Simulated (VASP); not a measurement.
Input of a VASP 6.6.1 run:

The input INCAR:

```
  ALGO = Normal
  EDIFF = 1E-6
  EDIFFG = -0.01
  ENCUT = 600
  GGA = RP
  IBRION = 2
  ISIF = 3
  ISMEAR = -1
  IVDW = 12
  LASPH = True
  LCHARG = False
  LREAL = False
  LWAVE = False
  NELM = 80
  NSW = 60
  PREC = Accurate
  SIGMA = 0.05
```

Contents of KPOINTS:

```
k-points
0
Gamma
  9 9 9
```

File POSCAR:

```
Pb
1.0
   -1.9796595667      1.9796595667      1.9796595667
    1.9796595667     -1.9796595667      1.9796595667
    1.9796595667      1.9796595667     -1.9796595667
Pb
1
Direct
    0.0000000000      0.0000000000      0.0000000000
```

Potentials or basis: VASP PAW PBE potentials, release 64 (Pb_d).

The run is started by

```console
$ cat potpaw_PBE.64/Pb_d/POTCAR > POTCAR
$ mpirun -np 1 vasp_std > vasp.out
```

What does it give for the relaxed volume?

22.60 Å³/atom.

What does it give for the relaxed cell?

a = 3.085 Å, b = 3.085 Å, c = 3.085 Å, α = 109.47°, β = 109.47°, γ = 109.47°.

Predict the space group after relaxing (to 0.1 Å).

Im-3m (No. 229).

Final structure:
```
CELL_PARAMETERS angstrom
-1.78119 1.78119 1.78119
1.78119 -1.78119 1.78119
1.78119 1.78119 -1.78119
ATOMIC_POSITIONS crystal
Pb 0.00000 0.00000 0.00000
```

Caveat: the volume moved by over 15 % at a fixed basis, so the end points are rough; the PAW data sets were made with another functional, which shifts forces and pressure a little.
